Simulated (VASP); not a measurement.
# Si (P6_3/mmc) in VASP: notebook

The runs below take Si through single point, with r2SCAN.

Program: VASP 6.6.1. These are calculated values, not measurements. Logs are shortened: lines on timing, memory, paths and dates and some standing lists are left out, and cuts for length are marked.

### 1 The cell of the first run

It takes space group P6_3/mmc (No. 194, hexagonal). Conventional cell: a = 2.732 Å, b = 2.732 Å, c = 4.506 Å, α = 90.00°, β = 90.00°, γ = 120.00°. Within 3.6 Å of Si (site symmetry -6m2) lie 12 Si at 2.73 to 2.75 Å.

### 2 Single point, r2SCAN (strain +0.025 along x and y, +0.000 along z)

POSCAR

```
Si
1.0
    2.7322169471      0.0000000000      0.0000000000
   -1.3661084736      2.3661692849      0.0000000000
    0.0000000000      0.0000000000      4.5062692700
Si
2
Direct
    0.3333333333      0.6666666667      0.2500000000
    0.6666666667      0.3333333333      0.7500000000
```

INCAR.step1

```
PREC = Accurate
ENCUT = 520
ISMEAR = 0
SIGMA = 0.15
LREAL = False
LASPH = True
NELM = 100
NBANDS = 11
GGA = PE
ALGO = Normal
EDIFF = 1E-4
LWAVE = True
LCHARG = False
```

INCAR.step2

```
PREC = Accurate
ENCUT = 520
EDIFF = 1E-6
ISMEAR = 0
SIGMA = 0.15
LREAL = False
LASPH = True
NELM = 100
ALGO = Normal
ISIF = 2
LWAVE = False
LCHARG = True
METAGGA = R2SCAN
LMIXTAU = True
LELF = True
LVHAR = True
NBANDS = 11
ISTART = 1
```

KPOINTS

```
regular mesh
0
Gamma
  24 24 10
```

Potentials or basis: VASP PAW PBE potentials, release 64 (Si).

Launch:

```console
> cat potpaw_PBE.64/Si/POTCAR > POTCAR
> cp INCAR.step1 INCAR
> mpirun -np 1 vasp_std > vasp.out
> cp INCAR.step2 INCAR
> mpirun -np 1 vasp_std > vasp.out
```

OUTCAR:

```text
PREC = Accurate
   ENCUT = 520
   EDIFF = 1E-6
   ISMEAR = 0
   LREAL = False
   LASPH = True
   NELM = 100
   ISIF = 2
   METAGGA = R2SCAN
   ISTART = 1

 ion  position               nearest neighbor table
   1  0.333  0.667  0.250-   2 2.75   2 2.75   2 2.75   2 2.75   2 2.75   2 2.75
   2  0.667  0.333  0.750-   1 2.75   1 2.75   1 2.75   1 2.75   1 2.75   1 2.75

  LATTYP: Found a hexagonal cell.
 ALAT       =     2.7322169471
 C/A-ratio  =     1.6493087325

  Lattice vectors:

 A1 = (   2.7322169471,   0.0000000000,   0.0000000000)
 A2 = (  -1.3661084736,   2.3661692849,   0.0000000000)
 A3 = (   0.0000000000,   0.0000000000,   4.5062692700)

Analysis of symmetry for initial positions (statically):
=====================================================================
 Subroutine PRICEL returns:
 Original cell was already a primitive cell.

 Routine SETGRP: Setting up the symmetry group for a
 hexagonal supercell.

 Subroutine GETGRP returns: Found 24 space group operations
 (whereof 12 operations were pure point group operations)
 out of a pool of 24 trial point group operations.

The static configuration has the point symmetry D_3d.
 The point group associated with its full space group is D_6h.

Analysis of symmetry for dynamics (positions and initial velocities):
=====================================================================
 Subroutine PRICEL returns:
 Original cell was already a primitive cell.

 Routine SETGRP: Setting up the symmetry group for a
 hexagonal supercell.

 Subroutine GETGRP returns: Found 24 space group operations
 (whereof 12 operations were pure point group operations)
 out of a pool of 24 trial point group operations.

The dynamic configuration has the point symmetry D_3d.
 The point group associated with its full space group is D_6h.

 Subroutine INISYM returns: Found 24 space group operations
 (whereof 12 operations are pure point group operations),
 and found     1 'primitive' translations

----------------------------------------------------------------------------------------

                                     Primitive cell

  volume of cell :      29.1325

  direct lattice vectors                    reciprocal lattice vectors
     2.732216947  0.000000000  0.000000000     0.366003147  0.211312015  0.000000000
    -1.366108474  2.366169285  0.000000000     0.000000000  0.422624030  0.000000000
     0.000000000  0.000000000  4.506269270     0.000000000  0.000000000  0.221913059

  length of vectors
     2.732216947  2.732216947  4.506269270     0.422624030  0.422624030  0.221913059

  position of ions in fractional coordinates (direct lattice)
     0.333333333  0.666666667  0.250000000
     0.666666667  0.333333333  0.750000000

  ion indices of the primitive-cell ions
   primitive index   ion index
                 1           1
                 2           2

----------------------------------------------------------------------------------------

 KPOINTS: regular mesh

Automatic generation of k-mesh.
 Grid dimensions read from file:
 generate k-points for:   24   24   10

 Generating k-lattice:

  Cartesian coordinates                     Fractional coordinates (reciprocal lattice)
     0.015250131  0.008804667  0.000000000     0.041666667 -0.000000000  0.000000000
     0.000000000  0.017609335  0.000000000     0.000000000  0.041666667  0.000000000
     0.000000000  0.000000000  0.022191306     0.000000000  0.000000000  0.100000000

  Length of vectors
     0.017609335  0.017609335  0.022191306

  Shift w.r.t. Gamma in fractional coordinates (k-lattice)
     0.000000000  0.000000000  0.000000000

 Subroutine IBZKPT returns following result:
 ===========================================

 Found    366 irreducible k-points:

 Following reciprocal coordinates:
            Coordinates               Weight
  0.000000  0.000000  0.000000      1.000000
  0.041667 -0.000000  0.000000      6.000000
  0.083333  0.000000  0.000000      6.000000
  0.125000 -0.000000  0.000000      6.000000
  0.166667  0.000000  0.000000      6.000000
  0.208333 -0.000000  0.000000      6.000000
[... 16 lines left out ...]
  0.416667  0.041667  0.000000     12.000000
  0.458333  0.041667  0.000000     12.000000
 [... further k-points ...]
   k-points           NKPTS =    366   k-points in BZ     NKDIM =    366   number of bands    NBANDS=     11
   number of dos      NEDOS =    301   number of ions     NIONS =      2
   total plane-waves  NPLWV =  14400
   dimension x,y,z NGX =    20 NGY =   20 NGZ =   36
   dimension x,y,z NGXF=    40 NGYF=   40 NGZF=   72
   ions per type =               2
   NGX,Y,Z   is equivalent  to a cutoff of  12.17, 12.17, 13.28 a.u.
   NGXF,Y,Z  is equivalent  to a cutoff of  24.34, 24.34, 26.56 a.u.
 SYSTEM =  unknown system
   PREC   = accura    normal or accurate (medium, high low for compatibility)
   ISTART =      1    job   : 0-new  1-cont  2-samecut
   ICHARG =      0    charge: 1-file 2-atom 10-const
   ISPIN  =      1    spin polarized calculation?
   LNONCOLLINEAR =      F non collinear calculations
   LSORBIT =      F    spin-orbit coupling
   LASPH  =      T    aspherical Exc in radial PAW
   ENCUT  =  520.0 eV  38.22 Ry    6.18 a.u.   5.08  5.08  8.38*2*pi/ulx,y,z
   NELM   =    100;   NELMIN=  2; NELMDL=  0     # of ELM steps
   EDIFF  = 0.1E-05   stopping-criterion for ELM
   LREAL  =      F    real-space projection
   EDIFFG = 0.1E-04   stopping-criterion for IOM
   NSW    =      0    number of steps for IOM
   IBRION =     -1    ionic relax: 0-MD 1-quasi-New 2-CG
   NFREE  =      0    steps in history (QN), initial steepest desc. (CG)
   ISIF   =      2    stress and relaxation
   ISYM   =      2    0-nonsym 1-usesym 2-fastsym
   POTIM  = 0.5000    time-step for ionic-motion
   TEBEG  =    0.0;   TEEND  =   0.0 temperature during run
   PSTRESS=    0.0 pullay stress
   NELECT =       8.0000    total number of electrons
   NUPDOWN=      -1.0000    fix difference up-down
   EMIN   =  10.00;   EMAX   =-10.00  energy-range for DOS
   EFERMI =   0.00;   METHOD = LEGACY
   ISMEAR =     0;   SIGMA  =   0.15  broadening in eV -4-tet -1-fermi 0-gaus
   EFERMI_NEDOS =   21; number of points for ismear=-14 and -15
   IALGO  =     38    algorithm
   IMIX   =      4    mixing-type and parameters
     AMIX     =   0.40;   BMIX     =  1.00
     AMIX_MAG =   1.60;   BMIX_MAG =  1.00
  volume/ion in A,a.u.               =      14.57        98.30
  Fermi-wavevector in a.u.,A,eV,Ry     =   1.064091  2.010840 15.405737  1.132290
  Thomas-Fermi vector in A             =   2.199598
   LORBIT       =      0    0 simple, 1 ext, 2 COOP (PROOUT), +10 PAW based schemes
   METAGGA = R2SCAN    functional components
   LHFCALC =     F    Hartree Fock is set to
   AEXX    =    0.0000 exact exchange contribution
   IVDW    =     0    specifies the selected vdW correction
   LEPSILON=     F    determine dielectric tensor
   LRPA    =     F    only Hartree local field effects (RPA)
 non-spin polarized calculation
 Gauss-broadening in eV      SIGMA  =   0.15
  energy-cutoff  :      520.00
  volume of cell :       29.13
 maximum number of plane-waves:       801
   NGX = 11   NGY = 11   NGZ = 17

 number of electron       8.0000000 magnetization

 Free energy of the ion-electron system (eV)
  ---------------------------------------------------
  ext. energy  EPLUGINS =         0.00000000
  ---------------------------------------------------
  free energy    TOTEN  =       -16.10819604 eV

  energy without entropy =      -16.09918540  energy(sigma->0) =      -16.10369072

 E-fermi :  10.1159     XC(G=0): -11.9405

 val. band max:       10.1148249896   @ k =   0.3333   0.1667   0.4000
 cond. band min:      10.1204779605   @ k =   0.3333   0.2083   0.4000
 fundamental gap:      0.0056529709
 Fermi energy:        10.1159026046

 k-point     1 :       0.0000    0.0000    0.0000
  band No.  band energies     occupation
      1      -5.1840      2.00000
      2       1.9669      2.00000
      3       2.6616      2.00000
      4      18.9522      0.00000
      5      18.9522      0.00000
      6      20.4111      0.00000
      7      20.4111      0.00000
      8      21.9039      0.00000
      9      22.1034      0.00000
     10      23.5754      0.00000
     11      24.6851      0.00000

 k-point     2 :       0.0417   -0.0000    0.0000
  band No.  band energies     occupation
      1      -5.1361      2.00000
      2       2.0141      2.00000
      3       2.7069      2.00000
      4      18.1247      0.00000
      5      18.5002      0.00000
      6      20.2982      0.00000
      7      20.8967      0.00000
      8      21.8571      0.00000
      9      22.5071      0.00000
     10      23.7039      0.00000
     11      24.2024      0.00000

 k-point     3 :       0.0833    0.0000    0.0000
  band No.  band energies     occupation
      1      -4.9924      2.00000
      2       2.1555      2.00000
      3       2.8428      2.00000
      4      16.5709      0.00000
      5      17.7407      0.00000
      6      19.8381      0.00000
      7      21.6531      0.00000
      8      21.6533      0.00000
      9      22.4581      0.00000
     10      23.1502      0.00000
     11      23.7263      0.00000

 k-point     4 :       0.1250   -0.0000    0.0000
  band No.  band energies     occupation
      1      -4.7532      2.00000
      2       2.3909      2.00000
      3       3.0691      2.00000
      4      14.8694      0.00000
      5      16.9883      0.00000
      6      19.2353      0.00000
      7      20.9740      0.00000
      8      21.0847      0.00000
      9      21.8902      0.00000
     10      23.6713      0.00000
     11      23.9573      0.00000

 k-point     5 :       0.1667    0.0000    0.0000
  band No.  band energies     occupation
      1      -4.4187      2.00000
      2       2.7195      2.00000
      3       3.3856      2.00000
      4      13.1552      0.00000
      5      16.2955      0.00000
      6      18.5952      0.00000
      7      19.4665      0.00000
      8      20.0153      0.00000
      9      21.5281      0.00000
     10      23.6912      0.00000
     11      23.9970      0.00000
[... 211 lines left out ...]
 k-point    21 :       0.3333    0.0417    0.0000
  band No.  band energies     occupation
      1      -1.7176      2.00000
      2       5.3179      2.00000
      3       5.9318      2.00000
      4       6.1692      2.00000
      5      12.8547      0.00000
      6      13.4038      0.00000
      7      13.6815      0.00000
      8      17.3722      0.00000
      9      19.2417      0.00000
     10      21.3762      0.00000
     11      23.8131      0.00000

 k-point    22 :       0.3750    0.0417    0.0000
  band No.  band energies     occupation
      1      -0.8750      2.00000
      2       4.7236      2.00000
      3       6.2217      2.00000
      4       6.7108      2.00000
      5      11.5668      0.00000
      6      12.4004      0.00000
      7      13.1416      0.00000
      8      17.1173      0.00000
      9      19.0132      0.00000
     10      21.1104      0.00000
     11      23.6457      0.00000

 k-point    23 :       0.4167    0.0417    0.0000
  band No.  band energies     occupation
      1       0.0496      2.00000
      2       3.4668      2.00000
      3       7.1089      2.00000
      4       7.5319      2.00000
      5      10.3486      0.02823
      6      11.2410      0.00000
      7      12.9690      0.00000
      8      16.9464      0.00000
      9      18.8604      0.00000
     10      20.9321      0.00000
     11      23.5274      0.00000

 k-point    24 :       0.4583    0.0417    0.0000
  band No.  band energies     occupation
      1       1.0123      2.00000
      2       2.3329      2.00000
      3       8.0696      2.00000
      4       8.2516      2.00000
      5       9.2268      2.00000
      6      10.3513      0.02647
      7      12.8828      0.00000
      8      16.8607      0.00000
      9      18.7838      0.00000
     10      20.8426      0.00000
     11      23.4665      0.00000

 [... further k-points ...]
[... 5 lines left out ...]
  --------------------------------------------------------------------------------------
  -------------------------------------------------------------------------------------
  Total       -1.0736544     -1.0736544     -0.4729408      0.0000000      0.0000000      0.0000000
  in kB      -59.0468798    -59.0468798    -26.0099323      0.0000000      0.0000000      0.0000000
  external PRESSURE =     -48.0345640 kB  Pullay stress =       0.0000000 kB

 VOLUME and BASIS-vectors are now :
 -----------------------------------------------------------------------------
  energy-cutoff  :      520.00
  volume of cell :       29.13
      direct lattice vectors                 reciprocal lattice vectors
     2.732216947  0.000000000  0.000000000     0.366003147  0.211312015  0.000000000
    -1.366108474  2.366169285  0.000000000     0.000000000  0.422624030  0.000000000
     0.000000000  0.000000000  4.506269270     0.000000000  0.000000000  0.221913059

 POSITION                                       TOTAL-FORCE (eV/Angst)
 -----------------------------------------------------------------------------------
     -0.00000      1.57745      1.12657        -0.000000     -0.000000      0.000000
      1.36611      0.78872      3.37970         0.000000      0.000000      0.000000
 -----------------------------------------------------------------------------------
    total drift:                                0.000000     -0.000000      0.000000

  FREE ENERGIE OF THE ION-ELECTRON SYSTEM (eV)
  ---------------------------------------------------
  free  energy   TOTEN  =       -16.1081960425 eV

  energy  without entropy=      -16.0991853954  energy(sigma->0) =      -16.10369072
```

Wall time 3.1 min (1 thread of Intel Xeon 6975P-C, shared host); peak memory 0.21 GiB.

Results:

```yaml
Free_energy: -16.1082 eV
Pressure: -4.8 GPa
Band_gap_on_the_k_mesh: zero (band 4 reaches 19.01 eV, above the bottom of band 5 at 6.19 eV)
```

Levels at points of the mesh, in eV from the Fermi level:
```tsv
k point	band 1	band 2	band 3	band 4	band 5	band 6	band 7	band 8	band 9
(0.00, 0.00, 0.00)	-15.30	-8.15	-7.45	8.84	8.84	10.30	10.30	11.79	11.99
(0.50, 0.00, 0.00)	-8.84	-8.13	-1.76	-1.73	-1.29	0.05	3.51	5.92	9.14
(0.00, 0.00, 0.50)	-13.41	-13.41	1.18	1.18	10.28	10.28	10.28	10.28	12.30
(0.50, 0.00, 0.50)	-7.01	-7.01	-6.29	-6.29	5.17	5.17	6.24	6.24	7.33
```

Caveat: the cell differs from its parent crystal (strain +0.025 along x and y, +0.000 along z); the PAW data sets were made with another functional, which shifts forces and pressure a little.

### 3 Single point, r2SCAN (strain +0.050 along x and y, -0.025 along z)

POSCAR

```
Si
1.0
    2.7988563849      0.0000000000      0.0000000000
   -1.3994281924      2.4238807308      0.0000000000
    0.0000000000      0.0000000000      4.3936125382
Si
2
Direct
    0.3333333333      0.6666666667      0.2500000000
    0.6666666667      0.3333333333      0.7500000000
```

INCAR.step1

```
PREC     = Accurate       # precision mode
ENCUT    = 520            # plane-wave cutoff, eV
ISMEAR   = 0              # smearing method
SIGMA    = 0.15           # smearing width, eV
LREAL    = F              # projectors in reciprocal space
LASPH    = T              # aspherical terms in the spheres
NELM     = 100            # most SCF steps
NBANDS   = 11             # bands
GGA      = PE             # functional
ALGO     = Normal         # electronic algorithm
EDIFF    = 1E-4           # SCF threshold, eV
LWAVE    = T              # write WAVECAR
LCHARG   = F              # write CHGCAR
```

INCAR.step2

```
PREC     = Accurate       # precision mode
ENCUT    = 520            # plane-wave cutoff, eV
EDIFF    = 1E-7           # SCF threshold, eV
ISMEAR   = 0              # smearing method
SIGMA    = 0.15           # smearing width, eV
LREAL    = F              # projectors in reciprocal space
LASPH    = T              # aspherical terms in the spheres
NELM     = 100            # most SCF steps
ALGO     = Normal         # electronic algorithm
ISIF     = 2              # what is computed and relaxed
LWAVE    = F              # write WAVECAR
LCHARG   = F              # write CHGCAR
METAGGA  = R2SCAN         # meta-GGA
LMIXTAU  = T            
NBANDS   = 11             # bands
ISTART   = 1
```

KPOINTS is that of step 2.

Potentials or basis: VASP PAW PBE potentials, release 64 (Si).

Launch:

```console
> cat potpaw_PBE.64/Si/POTCAR > POTCAR
> cp INCAR.step1 INCAR
> mpirun -np 1 vasp_std > vasp.out
> cp INCAR.step2 INCAR
> mpirun -np 1 vasp_std > vasp.out
```

Run time: 3.8 min. Hardware: 1 thread of Intel Xeon 6975P-C, shared host; peak memory 0.23 GiB.

It converged, with:

```
Free energy            : -16.0697 eV
Pressure               : -6.1 GPa
Band gap on the k mesh : zero (band 4 reaches 17.84 eV, above the bottom of band 5 at 5.71 eV)
```

Stress tensor (GPa, compression positive):
```
-6.57  0.00  0.00
 0.00 -6.57  0.00
 0.00  0.00 -5.03
```

Levels at points of the mesh, in eV from the Fermi level:
```tsv
k point	band 1	band 2	band 3	band 4	band 5	band 6	band 7	band 8	band 9
(0.00, 0.00, 0.00)	-15.09	-7.35	-7.06	7.76	7.76	9.46	9.46	12.38	12.57
(0.50, 0.00, 0.00)	-9.03	-8.16	-1.74	-1.16	-0.89	0.15	2.80	5.32	8.95
(0.00, 0.00, 0.50)	-13.09	-13.09	2.20	2.20	9.29	9.29	9.29	9.29	11.70
(0.50, 0.00, 0.50)	-7.07	-7.07	-6.23	-6.23	4.57	4.57	6.33	6.33	7.80
```

Caveat: the cell differs from its parent crystal (strain +0.050 along x and y, -0.025 along z); the PAW data sets were made with another functional, which shifts forces and pressure a little.
